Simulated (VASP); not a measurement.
A run of VASP 6.6.1 is set up as follows.

Contents of INCAR:

```
PREC = Accurate
ENCUT = 600
EDIFF = 1E-7
ISMEAR = 0
SIGMA = 0.1
LREAL = F
LASPH = T
NELM = 150
ALGO = Normal
ISIF = 3
LWAVE = F
LCHARG = F
ISPIN = 2
MAGMOM = 0 0.54 0.87 0.87
LORBIT = 11
GGA = PE
IBRION = 2
NSW = 90
EDIFFG = -0.04
```

KPOINTS

```
regular mesh
0
Gamma
  8 8 8
```

Contents of POSCAR:

```
SiO3
1.0
   -1.6157464345      1.6157464345      3.6091998276
    1.6157464345     -1.6157464345      3.6091998276
    1.6157464345      1.6157464345     -3.6091998276
Si O
1 3
Direct
    0.0000000000      0.0000000000      0.0000000000
    0.5000000000      0.5000000000      0.0000000000
    0.2500000000      0.7500000000      0.5000000000
    0.7500000000      0.2500000000      0.5000000000
```

Potentials or basis: VASP PAW PBE potentials, release 64 (Si, O).

Run with:

```console
$ cat potpaw_PBE.64/Si/POTCAR potpaw_PBE.64/O/POTCAR > POTCAR
$ mpirun -np 1 vasp_std > vasp.out
```

Task: Predict the band gap on the k mesh.

Result: Zero (filled and empty bands overlap).

Task: What does it give for the relaxed volume?

Result: 8.49 Å³/atom.

Task: Estimate the space group after relaxing (to 0.1 Å).

Result: I4/mmm (No. 139).

Task: Predict the net moment.

Result: 0.00 μB per cell.

Step by step:
```
step  energy change (eV)  largest force (eV/Å)  pressure (GPa)  volume (Å³)
   1              0.0000                0.0000          -16.41        37.69
   2             -0.3633                0.0000           -3.40        32.66
   3             -0.3751                0.0000            2.29        31.64
   4             -0.3757                0.0000            1.11        31.84
   5             -0.4993                0.0000            5.24        31.18
   6             -0.8011                0.0000           25.46        29.01
   7             -0.8284                0.0000           26.09        29.05
   8             -0.8906                0.0000           28.66        29.14
   9             -0.8820                0.0000           35.43        29.25
  10             -0.9120                0.0000           31.95        29.21
  11             -0.9945                0.0000           28.03        29.67
  12             -1.1827                0.0000           17.83        31.09
  13             -1.3173                0.0000            1.84        34.02
  14             -1.3171                0.0000            2.27        33.92
  15             -1.3208                0.0000            1.73        33.93
  16             -1.3254                0.0000            0.25        33.95
```
